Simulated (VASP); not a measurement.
# HfGa2As2 (P4/mmm) in VASP: notebook, part 2 of 2

VASP 6.6.1.

### 4 Relaxation of cell and atoms, PBE

This run uses another cell than the first one, of 19.98 Å³/atom.

INCAR

```
SYSTEM = HfGa2As2
  PREC = Accurate
  ENCUT = 600
  EDIFF = 1E-6
  ISMEAR = 0
  SIGMA = 0.1
  LREAL = .False.
  LASPH = .True.
  NELM = 80
  ALGO = Fast
  ISIF = 3
  LWAVE = .False.
  LCHARG = .False.
  GGA = PE
  IBRION = 2
  NSW = 90
  EDIFFG = -0.04
```

KPOINTS

```
Automatic mesh
0
Gamma
  6 6 2
  0 0 0
```

POSCAR

```
HfGa2As2
1.0
    3.6236694127      0.0000000000      0.0000000000
    0.0000000000      3.6236694127      0.0000000000
    0.0000000000      0.0000000000      7.6076321513
Hf Ga As
1 2 2
Direct
    0.0000000000      0.0000000000      0.0000000000
    0.0000000000      0.5000000000      0.5000000000
    0.5000000000      0.0000000000      0.5000000000
    0.5000000000      0.5000000000      0.1769470801
    0.5000000000      0.5000000000      0.8230529199
```

The run is started by

```bash
cat potpaw_PBE.64/Hf_pv/POTCAR potpaw_PBE.64/Ga_d/POTCAR potpaw_PBE.64/As/POTCAR > POTCAR
mpirun -np 1 vasp_std > vasp.out
```

Run time: 5.5 min. Hardware: 1 thread of Oxide Virtual Turin-like, shared host; peak memory 0.25 GiB.

Results (log left out):

| Property | Result |
| --- | --- |
| Free energy | -26.1339 eV |
| Relaxed volume | 20.15 Å³/atom |
| Relaxed cell | a = 3.596 Å, b = 3.596 Å, c = 7.790 Å, α = 90.00°, β = 90.00°, γ = 90.00° |
| Space group after relaxing (to 0.1 Å) | P4/mmm (No. 123) |
| Energy gained by relaxing | 6.6 meV/atom |
| Ionic steps | 7 |
| Pressure after relaxing | 0.0 GPa |
| Band gap on the k mesh | zero (bands 23 and 24 overlap by 3.66 eV) |

Forces on the atoms (eV/Å):
```
Hf   0.000  0.000  0.000
Ga   0.000  0.000  0.000
Ga   0.000  0.000  0.000
As   0.000  0.000  0.002
As   0.000  0.000 -0.002
```

Step by step:
```
step  energy change (eV)  largest force (eV/Å)  pressure (GPa)  volume (Å³)
   1              0.0000                0.2312            0.20        99.90
   2             -0.0312                0.1064            0.16       100.23
   3             -0.0314                0.0830            0.15       100.20
   4             -0.0314                0.0774            0.15       100.20
   5             -0.0322                0.0649            0.03       100.47
   6             -0.0326                0.0436           -0.19       100.92
   7             -0.0330                0.0023            0.05       100.74
```

Final structure:
```
Hf Ga As
1.0
     3.59611    0.00000    0.00000
     0.00000    3.59611    0.00000
     0.00000    0.00000    7.78962
Hf Ga As
1 2 2
Cartesian
  0.0000 3.5961 0.0000
  0.0000 1.7981 3.8948
  1.7981 3.5961 3.8948
  1.7981 1.7981 1.3742
  1.7981 1.7981 6.4154
```

Levels at points of the mesh, in eV from the Fermi level:
```csv
k point,band 21,band 22,band 23,band 24,band 25,band 26
"(0.00, 0.00, 0.00)",-0.91,-0.81,-0.81,1.22,1.33,1.33
"(0.50, 0.00, 0.00)",-1.29,-0.94,0.35,1.45,1.70,2.71
"(0.50, 0.50, 0.00)",-3.53,-2.57,-2.57,-0.35,0.53,1.52
"(0.00, 0.00, 0.50)",-0.43,-0.43,1.08,1.08,1.23,1.70
"(0.50, 0.00, 0.50)",-2.03,-0.87,1.04,1.10,1.66,2.61
"(0.50, 0.50, 0.50)",-3.44,-3.14,-2.57,-2.57,-0.11,2.27
```

Caveat: the k points lie up to 0.40 Å⁻¹ apart in the final cell, too coarse for converged energies and pressures of a metal; spin-orbit coupling is left out, which moves the levels of the heavy elements.

### 5 Relaxation of cell and atoms, PBE

INCAR

```
  ALGO = Fast
  EDIFF = 1E-7
  EDIFFG = -0.04
  ENCUT = 600
  GGA = PE
  IBRION = 2
  ISIF = 3
  ISMEAR = 0
  LASPH = T
  LCHARG = F
  LREAL = F
  LWAVE = F
  NELM = 60
  NSW = 90
  PREC = Accurate
  SIGMA = 0.1
```

KPOINTS

```
k-points
0
Gamma
  4 4 4
```

POSCAR

```
HfGa2As2
1.0
    4.3864998200      0.0000000000      0.0000000000
    0.0000000000      4.3864998200      0.0000000000
    0.0000000000      0.0000000000      5.9501578500
Hf Ga As
1 2 2
Direct
    0.0000000000      0.0000000000      0.0000000000
    0.0000000000      0.5000000000      0.5000000000
    0.5000000000      0.0000000000      0.5000000000
    0.5000000000      0.5000000000      0.2399999900
    0.5000000000      0.5000000000      0.7600000100
```

The run is started by

```bash
cat potpaw_PBE.64/Hf_pv/POTCAR potpaw_PBE.64/Ga_d/POTCAR potpaw_PBE.64/As/POTCAR > POTCAR
mpirun -np 1 vasp_std > vasp.out
```

It took 26 min on 1 thread of Oxide Virtual Turin-like, shared host; peak memory 0.27 GiB.

It converged, with:

```yaml
Free_energy: -25.9178 eV
Relaxed_volume: 19.98 Å³/atom
Relaxed_cell: a = 3.618 Å, b = 3.618 Å, c = 7.631 Å, α = 90.00°, β = 90.00°, γ = 90.00°
Space_group_after_relaxing_to_0.1_Å: P4/mmm (No. 123)
Energy_gained_by_relaxing: 627.9 meV/atom
Ionic_steps: 14
Pressure_after_relaxing: 0.1 GPa
Largest_force_after_relaxing: 0.010 eV/Å
Band_gap_on_the_k_mesh: zero (bands 23 and 24 overlap by 3.58 eV)
```

Forces on the atoms (eV/Å):
```
Hf   0.000  0.000  0.000
Ga   0.000  0.000  0.000
Ga   0.000  0.000  0.000
As   0.000  0.000  0.010
As   0.000  0.000 -0.010
```

Stress tensor (GPa, compression positive):
```
 0.24  0.00  0.00
 0.00  0.24  0.00
 0.00  0.00 -0.28
```

Step by step:
| step | energy change (eV) | largest force (eV/Å) | pressure (GPa) | volume (Å³) |
| --- | --- | --- | --- | --- |
| 1 | 0.0000 | 2.6339 | -4.86 | 114.49 |
| 2 | -1.0301 | 1.6472 | -1.08 | 103.30 |
| 3 | -1.3847 | 0.0179 | 4.48 | 95.67 |
| 4 | -1.9049 | 0.5882 | 4.90 | 94.40 |
| 5 | -2.5279 | 2.3504 | 11.58 | 90.06 |
| 6 | -3.0678 | 0.7290 | 3.86 | 97.20 |
| 7 | -3.0746 | 0.3953 | 1.88 | 100.00 |
| 8 | -3.0840 | 0.5498 | 2.66 | 98.82 |
| 9 | -3.1249 | 0.3369 | 0.63 | 100.33 |
| 10 | -3.1282 | 0.2600 | -0.09 | 100.91 |
| 11 | -3.1318 | 0.2057 | -0.14 | 100.85 |
| 12 | -3.1378 | 0.0587 | -0.37 | 100.67 |
| 13 | -3.1381 | 0.0066 | -0.40 | 100.62 |
| 14 | -3.1394 | 0.0095 | 0.07 | 99.88 |

Final structure:
```
Hf Ga As
1.0
     3.61789    0.00000    0.00000
     0.00000    3.61789    0.00000
     0.00000    0.00000    7.63110
Hf Ga As
1 2 2
Direct
  0.00000 0.00000 0.00000
  0.00000 0.50000 0.50000
  0.50000 0.00000 0.50000
  0.50000 0.50000 0.17647
  0.50000 0.50000 0.82353
```

Levels at points of the mesh, in eV from the Fermi level:
```csv
k point,band 21,band 22,band 23,band 24,band 25,band 26
"(0.00, 0.00, 0.00)",-1.19,-0.94,-0.94,1.05,1.25,1.25
"(0.50, 0.00, 0.00)",-1.28,-0.89,0.34,1.27,1.57,2.58
"(0.50, 0.50, 0.00)",-3.49,-2.64,-2.64,-0.23,0.54,1.54
"(0.00, 0.00, 0.50)",-0.70,-0.70,1.05,1.05,1.20,1.44
"(0.50, 0.00, 0.50)",-2.10,-0.96,0.86,1.03,1.52,2.69
"(0.50, 0.50, 0.50)",-3.39,-3.32,-2.53,-2.53,-0.21,2.18
```

Caveat: a cell axis changed by over 15 % at a fixed basis, so the end point is rough; spin-orbit coupling is left out, which moves the levels of the heavy elements.

### 6 Summary

```csv
task,cell,k mesh,cutoff (eV),gap on the mesh (eV),pressure (GPa),relaxed volume (Å³/atom),largest force (eV/Å)
single point,"a = 4.386, b = 4.386, c = 5.950 Å, 5 atoms, atomic positions A",4 × 4 × 4,520,none,-4.8,-,2.63
single point,"a = 3.616, b = 3.616, c = 7.661 Å, 5 atoms, atomic positions B",10 × 10 × 6,520,none,-0.1,-,0.01
relaxation of cell and atoms,"relaxed from a = 3.624, b = 3.624, c = 7.608 Å, 5 atoms, atomic positions C",6 × 6 × 2,600,none,0.0,20.15,-
relaxation of cell and atoms,"relaxed from a = 4.386, b = 4.386, c = 5.950 Å, 5 atoms, atomic positions A",4 × 4 × 4,600,none,0.1,19.98,0.01
```

Alike in all rows: level PBE; potentials or basis VASP PAW PBE potentials, release 64 (Hf_pv, Ga_d, As); no spin polarisation; smearing gaussian 0.1 eV.

Caveats: some runs use coarse meshes; spin-orbit coupling is left out, which moves the levels of the heavy elements; the stress differs along the axes, from -7 to -1 GPa (at least some runs); forces of over 1 eV/Å act on the atoms, so gaps and moduli don't describe the material at rest (at least some runs); a cell axis changed by over 15 % at a fixed basis, so the end point is rough (at least some runs).

Total energies depend on the potentials used, so only differences within one code and one set of settings carry meaning.
